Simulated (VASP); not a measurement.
A run of VASP 6.6.1:

File INCAR:

```
SYSTEM = InP
PREC     = Accurate       ! precision mode
ENCUT    = 520            ! plane-wave cutoff, eV
EDIFF    = 1E-6           ! SCF threshold, eV
ISMEAR   = 0              ! smearing method
SIGMA    = 0.15           ! smearing width, eV
LREAL    = .False.        ! projectors in reciprocal space
LASPH    = .True.         ! aspherical terms in the spheres
NELM     = 60             ! most SCF steps
ALGO     = Normal         ! electronic algorithm
ISIF     = 2              ! what is computed and relaxed
LWAVE    = .False.        ! write WAVECAR
LCHARG   = .False.        ! write CHGCAR
GGA      = PE             ! functional
NBANDS   = 16             ! bands
```

The input KPOINTS:

```
Automatic mesh
0
Gamma
  14 14 14
  0 0 0
```

File POSCAR:

```
InP
1.0
    0.0000000000      2.7701982124      2.7701982124
    2.9641120873      0.0000000000      2.7701982124
    2.9641120873      2.7701982124      0.0000000000
In P
1 1
Direct
    0.0000000000      0.0000000000      0.0000000000
    0.5000000000      0.5000000000      0.5000000000
```

Potentials or basis: VASP PAW PBE potentials, release 64 (In_d, P).

Run with:

```console
$ cat potpaw_PBE.64/In_d/POTCAR potpaw_PBE.64/P/POTCAR > POTCAR
$ mpirun -np 1 vasp_std > vasp.out
```

Hardware: 1 thread of Intel(R) Xeon(R) Platinum 8488C (Sapphire Rapids) (shared host).

Estimate the wall time of this run.

Run time: 85 s on 1 thread of Intel(R) Xeon(R) Platinum 8488C (Sapphire Rapids), on a shared host, peak memory 0.3 GiB. Counts: scf iterations 12, k points 244.
